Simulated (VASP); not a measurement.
# SrCl2 (Fm-3m) in VASP: further runs

Runs on SrCl2. Level: PBE. Tasks: single point.

Program: VASP 6.6.1. These are calculated values, not measurements. Logs are shortened: lines on timing, memory, paths and dates and some standing lists are left out, and cuts for length are marked.

## (1) The cell of the first run

It takes space group Fm-3m (No. 225, cubic). The conventional cell has a = 6.834 Å, b = 6.834 Å, c = 6.834 Å, α = 90.00°, β = 90.00°, γ = 90.00°. Within 3.9 Å of Sr (site symmetry m-3m) lie 8 Cl at 2.96 Å. Cl (site symmetry -43m) has 4 Sr at 2.96 Å and 6 Cl at 3.42 Å within 3.9 Å.

## (2) Single point, PBE

Contents of INCAR:

```
  PREC = Accurate
  ENCUT = 520
  EDIFF = 1E-6
  ISMEAR = -1
  SIGMA = 0.02
  LREAL = F
  LASPH = T
  NELM = 60
  ALGO = Normal
  ISIF = 2
  LWAVE = F
  LCHARG = F
  GGA = PE
  NBANDS = 19
```

Contents of KPOINTS:

```
regular mesh
0
Gamma
  6 6 6
```

Contents of POSCAR:

```
SrCl2
1.0
    0.0000000000      3.4171392023      3.4171392023
    3.4171392023      0.0000000000      3.4171392023
    3.4171392023      3.4171392023      0.0000000000
Sr Cl
1 2
Direct
    0.0000000000      0.0000000000      0.0000000000
    0.2500000000      0.2500000000      0.2500000000
    0.7500000000      0.7500000000      0.7500000000
```

Potentials or basis: VASP PAW PBE potentials, release 64 (Sr_sv, Cl).

Run with:

```
> cat potpaw_PBE.64/Sr_sv/POTCAR potpaw_PBE.64/Cl/POTCAR > POTCAR
> mpirun -np 1 vasp_std > vasp.out
```

OUTCAR:

```text
PREC = Accurate
   ENCUT = 520
   EDIFF = 1E-6
   ISMEAR = -1
   LREAL = F
   LASPH = T
   NELM = 60
   ISIF = 2
   GGA = PE

 ion  position               nearest neighbor table
   1  0.000  0.000  0.000-   3 2.96   3 2.96   3 2.96   2 2.96   3 2.96   2 2.96   2 2.96   2 2.96

   2  0.250  0.250  0.250-   1 2.96   1 2.96   1 2.96   1 2.96
   3  0.750  0.750  0.750-   1 2.96   1 2.96   1 2.96   1 2.96

  LATTYP: Found a face centered cubic cell.
 ALAT       =     6.8342784046

  Lattice vectors:

 A1 = (   0.0000000000,   3.4171392023,   3.4171392023)
 A2 = (   3.4171392023,   0.0000000000,   3.4171392023)
 A3 = (   3.4171392023,   3.4171392023,   0.0000000000)

Analysis of symmetry for initial positions (statically):
=====================================================================
 Subroutine PRICEL returns:
 Original cell was already a primitive cell.

 Routine SETGRP: Setting up the symmetry group for a
 face centered cubic supercell.

 Subroutine GETGRP returns: Found 48 space group operations
 (whereof 48 operations were pure point group operations)
 out of a pool of 48 trial point group operations.

The static configuration has the point symmetry O_h .

Analysis of symmetry for dynamics (positions and initial velocities):
=====================================================================
 Subroutine PRICEL returns:
 Original cell was already a primitive cell.

 Routine SETGRP: Setting up the symmetry group for a
 face centered cubic supercell.

 Subroutine GETGRP returns: Found 48 space group operations
 (whereof 48 operations were pure point group operations)
 out of a pool of 48 trial point group operations.

The dynamic configuration has the point symmetry O_h .

 Subroutine INISYM returns: Found 48 space group operations
 (whereof 48 operations are pure point group operations),
 and found     1 'primitive' translations

----------------------------------------------------------------------------------------

                                     Primitive cell

  volume of cell :      79.8028

  direct lattice vectors                    reciprocal lattice vectors
     0.000000000  3.417139202  3.417139202    -0.146321227  0.146321227  0.146321227
     3.417139202  0.000000000  3.417139202     0.146321227 -0.146321227  0.146321227
     3.417139202  3.417139202  0.000000000     0.146321227  0.146321227 -0.146321227

  length of vectors
     4.832564604  4.832564604  4.832564604     0.253435799  0.253435799  0.253435799

  position of ions in fractional coordinates (direct lattice)
     0.000000000  0.000000000  0.000000000
     0.250000000  0.250000000  0.250000000
     0.750000000  0.750000000  0.750000000

  ion indices of the primitive-cell ions
   primitive index   ion index
                 1           1
                 2           2
                 3           3

----------------------------------------------------------------------------------------

 KPOINTS: regular mesh

Automatic generation of k-mesh.
 Grid dimensions read from file:
 generate k-points for:    6    6    6

 Generating k-lattice:

  Cartesian coordinates                     Fractional coordinates (reciprocal lattice)
    -0.024386871  0.024386871  0.024386871     0.166666667  0.000000000  0.000000000
     0.024386871 -0.024386871  0.024386871     0.000000000  0.166666667  0.000000000
     0.024386871  0.024386871 -0.024386871     0.000000000  0.000000000  0.166666667

  Length of vectors
     0.042239300  0.042239300  0.042239300

  Shift w.r.t. Gamma in fractional coordinates (k-lattice)
     0.000000000  0.000000000  0.000000000

 Subroutine IBZKPT returns following result:
 ===========================================

 Found     16 irreducible k-points:

 Following reciprocal coordinates:
            Coordinates               Weight
  0.000000  0.000000  0.000000      1.000000
  0.166667  0.000000  0.000000      8.000000
  0.333333  0.000000  0.000000      8.000000
  0.500000  0.000000  0.000000      4.000000
  0.166667  0.166667  0.000000      6.000000
  0.333333  0.166667  0.000000     24.000000
[... 8 lines left out ...]
 -0.333333  0.333333  0.166667     24.000000
 -0.333333  0.500000  0.166667     12.000000
   k-points           NKPTS =     16   k-points in BZ     NKDIM =     16   number of bands    NBANDS=     19
   number of dos      NEDOS =    301   number of ions     NIONS =      3
   total plane-waves  NPLWV =  46656
   dimension x,y,z NGX =    36 NGY =   36 NGZ =   36
   dimension x,y,z NGXF=    72 NGYF=   72 NGZF=   72
   ions per type =               1   2
   NGX,Y,Z   is equivalent  to a cutoff of  12.38, 12.38, 12.38 a.u.
   NGXF,Y,Z  is equivalent  to a cutoff of  24.77, 24.77, 24.77 a.u.
 SYSTEM =  unknown system
   PREC   = accura    normal or accurate (medium, high low for compatibility)
   ISTART =      0    job   : 0-new  1-cont  2-samecut
   ICHARG =      2    charge: 1-file 2-atom 10-const
   ISPIN  =      1    spin polarized calculation?
   LNONCOLLINEAR =      F non collinear calculations
   LSORBIT =      F    spin-orbit coupling
   LASPH  =      T    aspherical Exc in radial PAW
   ENCUT  =  520.0 eV  38.22 Ry    6.18 a.u.   8.99  8.99  8.99*2*pi/ulx,y,z
   NELM   =     60;   NELMIN=  2; NELMDL= -5     # of ELM steps
   EDIFF  = 0.1E-05   stopping-criterion for ELM
   LREAL  =      F    real-space projection
   EDIFFG = 0.1E-04   stopping-criterion for IOM
   NSW    =      0    number of steps for IOM
   IBRION =     -1    ionic relax: 0-MD 1-quasi-New 2-CG
   NFREE  =      0    steps in history (QN), initial steepest desc. (CG)
   ISIF   =      2    stress and relaxation
   ISYM   =      2    0-nonsym 1-usesym 2-fastsym
   POTIM  = 0.5000    time-step for ionic-motion
   TEBEG  =    0.0;   TEEND  =   0.0 temperature during run
   PSTRESS=    0.0 pullay stress
   NELECT =      24.0000    total number of electrons
   NUPDOWN=      -1.0000    fix difference up-down
   EMIN   =  10.00;   EMAX   =-10.00  energy-range for DOS
   EFERMI =   0.00;   METHOD = LEGACY
   ISMEAR =    -1;   SIGMA  =   0.02  broadening in eV -4-tet -1-fermi 0-gaus
   EFERMI_NEDOS =   21; number of points for ismear=-14 and -15
   IALGO  =     38    algorithm
   IMIX   =      4    mixing-type and parameters
     AMIX     =   0.40;   BMIX     =  1.00
     AMIX_MAG =   1.60;   BMIX_MAG =  1.00
  volume/ion in A,a.u.               =      26.60       179.51
  Fermi-wavevector in a.u.,A,eV,Ry     =   1.096830  2.072708 16.368293  1.203036
  Thomas-Fermi vector in A             =   2.233179
   LORBIT       =      0    0 simple, 1 ext, 2 COOP (PROOUT), +10 PAW based schemes
   GGA     = PE    functional components
   LHFCALC =     F    Hartree Fock is set to
   AEXX    =    0.0000 exact exchange contribution
   IVDW    =     0    specifies the selected vdW correction
   LEPSILON=     F    determine dielectric tensor
   LRPA    =     F    only Hartree local field effects (RPA)
 non-spin polarized calculation
  energy-cutoff  :      520.00
  volume of cell :       79.80
 maximum number of plane-waves:      2174
   NGX = 17   NGY = 17   NGZ = 17

 number of electron      23.9999998 magnetization

 Free energy of the ion-electron system (eV)
  ---------------------------------------------------
  ext. energy  EPLUGINS =         0.00000000
  ---------------------------------------------------
  free energy    TOTEN  =       -12.70537234 eV

  energy without entropy =      -12.70537234  energy(sigma->0) =      -12.70537234

 E-fermi :   0.9900     XC(G=0):  -8.5529

 val. band max:        0.5753084718   @ k =   0.5000   0.5000   0.0000
 cond. band min:       6.0446261692   @ k =   0.5000   0.5000   0.0000
 fundamental gap:      5.4693176974
 Fermi energy:         0.9900095271

 k-point     1 :       0.0000    0.0000    0.0000
  band No.  band energies     occupation
      1     -32.1162      2.00000
      2     -14.1369      2.00000
      3     -14.1369      2.00000
      4     -14.1369      2.00000
      5     -12.9317      2.00000
      6     -11.9480      2.00000
[... 11 lines left out ...]
     18       9.7124      0.00000
     19      10.2624      0.00000

 k-point     2 :       0.1667    0.0000    0.0000
  band No.  band energies     occupation
      1     -32.1150      2.00000
      2     -14.2785      2.00000
      3     -14.1417      2.00000
      4     -14.1417      2.00000
      5     -12.7207      2.00000
      6     -12.0131      2.00000
[... 11 lines left out ...]
     18       9.5132      0.00000
     19      10.7026      0.00000

 k-point     3 :       0.3333    0.0000    0.0000
  band No.  band energies     occupation
      1     -32.1127      2.00000
      2     -14.4751      2.00000
      3     -14.1511      2.00000
      4     -14.1511      2.00000
      5     -12.4823      2.00000
      6     -12.0321      2.00000
[... 11 lines left out ...]
     18       9.3990      0.00000
     19       9.9904      0.00000

 k-point     4 :       0.5000    0.0000    0.0000
  band No.  band energies     occupation
      1     -32.1115      2.00000
      2     -14.5505      2.00000
      3     -14.1558      2.00000
      4     -14.1558      2.00000
      5     -12.4776      2.00000
      6     -11.9430      2.00000
[... 11 lines left out ...]
     18       9.4777      0.00000
     19       9.8114      0.00000

 k-point     5 :       0.1667    0.1667    0.0000
  band No.  band energies     occupation
      1     -32.1146      2.00000
      2     -14.3121      2.00000
      3     -14.1483      2.00000
      4     -14.1483      2.00000
      5     -12.6438      2.00000
      6     -12.0432      2.00000
[... 11 lines left out ...]
     18       9.4883      0.00000
     19       9.8857      0.00000
[... 158 lines left out ...]
      2     -14.6380      2.00000
      3     -14.1822      2.00000
      4     -14.1822      2.00000
      5     -12.3059      2.00000
      6     -11.9411      2.00000
[... 11 lines left out ...]
     18       9.5377      0.00000
     19      10.8188      0.00000

 k-point    14 :       0.5000    0.3333    0.1667
  band No.  band energies     occupation
      1     -32.1111      2.00000
      2     -14.4977      2.00000
      3     -14.2728      2.00000
      4     -14.1669      2.00000
      5     -12.1727      2.00000
      6     -12.1611      2.00000
[... 11 lines left out ...]
     18       9.6605      0.00000
     19      10.6808      0.00000

 k-point    15 :      -0.3333    0.3333    0.1667
  band No.  band energies     occupation
      1     -32.1103      2.00000
      2     -14.4650      2.00000
      3     -14.3710      2.00000
      4     -14.1732      2.00000
      5     -12.1877      2.00000
      6     -12.0612      2.00000
[... 11 lines left out ...]
     18      10.1264      0.00000
     19      10.7182      0.00000

 k-point    16 :      -0.3333    0.5000    0.1667
  band No.  band energies     occupation
      1     -32.1099      2.00000
      2     -14.5389      2.00000
      3     -14.3139      2.00000
      4     -14.1827      2.00000
      5     -12.1967      2.00000
      6     -12.0172      2.00000
[... 11 lines left out ...]
     18      10.5657      0.00000
     19      10.9170      0.00000

------------------------ aborting loop because EDIFF is reached ----------------------------------------

  FORCE on cell =-STRESS in cart. coord.  units (eV):
  Direction    XX          YY          ZZ          XY          YZ          ZX
  --------------------------------------------------------------------------------------
  -------------------------------------------------------------------------------------
  Total        1.8929666      1.8929666      1.8929666     -0.0000000      0.0000000     -0.0000000
  in kB       38.0045435     38.0045435     38.0045435     -0.0000000      0.0000000     -0.0000000
  external PRESSURE =      38.0045435 kB  Pullay stress =       0.0000000 kB

 VOLUME and BASIS-vectors are now :
 -----------------------------------------------------------------------------
  energy-cutoff  :      520.00
  volume of cell :       79.80
      direct lattice vectors                 reciprocal lattice vectors
     0.000000000  3.417139202  3.417139202    -0.146321227  0.146321227  0.146321227
     3.417139202  0.000000000  3.417139202     0.146321227 -0.146321227  0.146321227
     3.417139202  3.417139202  0.000000000     0.146321227  0.146321227 -0.146321227

 POSITION                                       TOTAL-FORCE (eV/Angst)
 -----------------------------------------------------------------------------------
      0.00000      0.00000      0.00000         0.000000      0.000000      0.000000
      1.70857      1.70857      1.70857        -0.000000      0.000000      0.000000
      5.12571      5.12571      5.12571        -0.000000     -0.000000     -0.000000
 -----------------------------------------------------------------------------------
    total drift:                                0.000000      0.000000      0.000000

  FREE ENERGIE OF THE ION-ELECTRON SYSTEM (eV)
  ---------------------------------------------------
  free  energy   TOTEN  =       -12.7053723449 eV

  energy  without entropy=      -12.7053723448  energy(sigma->0) =      -12.70537234
```

Run time: 24 s. Hardware: 1 thread of AMD EPYC 7R13 (Zen 3), shared host; peak memory 0.17 GiB.

Results:

- Free energy: -12.7054 eV
- Pressure: 3.8 GPa
- Band gap on the k mesh: 5.47 eV, direct

## (3) Single point, PBE

This run uses another cell than the first one, of 27.17 Å³/atom, 1.021 times its volume.

Contents of INCAR:

```
SYSTEM = SrCl2
  PREC = Accurate
  ENCUT = 520
  EDIFF = 1E-6
  ISMEAR = -1
  SIGMA = 0.02
  LREAL = .FALSE.
  LASPH = .TRUE.
  NELM = 60
  ALGO = Normal
  ISIF = 2
  LWAVE = .FALSE.
  LCHARG = .FALSE.
  GGA = PE
  NBANDS = 19
```

Contents of KPOINTS:

```
regular mesh
0
G
  6 6 6
  0 0 0
```

Contents of POSCAR:

```
SrCl2
1.0
    0.0000000000      3.4412043558      3.4412043558
    3.4412043558      0.0000000000      3.4412043558
    3.4412043558      3.4412043558      0.0000000000
Sr Cl
1 2
Direct
    0.0000000000      0.0000000000      0.0000000000
    0.2500000000      0.2500000000      0.2500000000
    0.7500000000      0.7500000000      0.7500000000
```

Potentials or basis: VASP PAW PBE potentials, release 64 (Sr_sv, Cl).

Run with:

```
> cat potpaw_PBE.64/Sr_sv/POTCAR potpaw_PBE.64/Cl/POTCAR > POTCAR
> mpirun -np 1 vasp_std > vasp.out
```

Run time: 24 s. Hardware: 1 thread of AMD EPYC 7R13 (Zen 3), shared host; peak memory 0.17 GiB.

Results (log left out):

```yaml
Free_energy: -12.7408 eV
Pressure: 2.8 GPa
Band_gap_on_the_k_mesh: 5.48 eV, direct
```

Levels at points of the mesh, in eV from the valence-band top:
```tsv
k point	band 10	band 11	band 12	band 13	band 14	band 15
(0.00, 0.00, 0.00)	-0.35	-0.35	-0.35	5.50	6.08	6.08
(0.50, 0.00, 0.00)	-1.39	-1.10	-1.10	6.74	6.74	7.65
(0.50, 0.50, 0.00)	-0.44	-0.44	0.00	5.48	7.15	7.70
```

A k mesh can miss the band edges. Expect the measured gap to be larger: semilocal functionals such as PBE lack the derivative discontinuity.

## (4) Single point, PBE

This run uses another cell than the first one, of 27.73 Å³/atom, 1.043 times its volume.

Contents of INCAR:

```
  PREC = Accurate
  ENCUT = 520
  EDIFF = 1E-6
  ISMEAR = -1
  SIGMA = 0.02
  LREAL = False
  LASPH = True
  NELM = 80
  ALGO = Normal
  ISIF = 2
  LWAVE = False
  LCHARG = False
  GGA = PE
  NBANDS = 19
```

Contents of KPOINTS:

```
regular mesh
0
Gamma
  6 6 6
```

Contents of POSCAR:

```
SrCl2
1.0
    0.0000000000      3.4649375496      3.4649375496
    3.4649375496      0.0000000000      3.4649375496
    3.4649375496      3.4649375496      0.0000000000
Sr Cl
1 2
Direct
    0.0000000000      0.0000000000      0.0000000000
    0.2500000000      0.2500000000      0.2500000000
    0.7500000000      0.7500000000      0.7500000000
```

Run with:

```
> cat potpaw_PBE.64/Sr_sv/POTCAR potpaw_PBE.64/Cl/POTCAR > POTCAR
> mpirun -np 1 vasp_std > vasp.out
```

Wall time 23 s (1 thread of AMD EPYC 7R13 (Zen 3), shared host); peak memory 0.18 GiB.

Results (log left out):

```yaml
Free_energy: -12.7662 eV
Pressure: 1.9 GPa
Band_gap_on_the_k_mesh: 5.42 eV, indirect (least direct gap 5.50 eV)
```

Levels at points of the mesh, in eV from the valence-band top:
```tsv
k point	band 10	band 11	band 12	band 13	band 14	band 15
(0.00, 0.00, 0.00)	-0.35	-0.35	-0.35	5.42	6.09	6.09
(0.50, 0.00, 0.00)	-1.35	-1.07	-1.07	6.73	6.73	7.58
(0.50, 0.50, 0.00)	-0.42	-0.42	0.00	5.50	7.09	7.65
```

(Part 1 of 2 ends here.)
